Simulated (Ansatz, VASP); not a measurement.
**One calculation of Lu, two programs**

```xyz
1
Lattice="0.0000 2.4295 2.4295 2.4295 0.0000 2.4295 2.4295 2.4295 0.0000" Properties=species:S:1:pos:R:3 pbc="T T T"
Lu    0.0000    0.0000    0.0000
```

Alike in both runs: task single point; functional PBE; k mesh 16 × 16 × 16; occupations gaussian, width 0.05 eV; non-collinear spin, spin-orbit coupling.

|  | VASP | Ansatz |
| --- | --- | --- |
| version | VASP 6.6.1 | Ansatz 0.2.0 |
| potentials or method | VASP PAW PBE potentials, release 64 (Lu), cutoff 520 eV | plane waves, PAW |
| valence electrons in the cell | 25 | 25 |

```csv
,VASP,Ansatz,Ansatz less VASP
pressure (GPa),0.0,0.0,-0.04
```
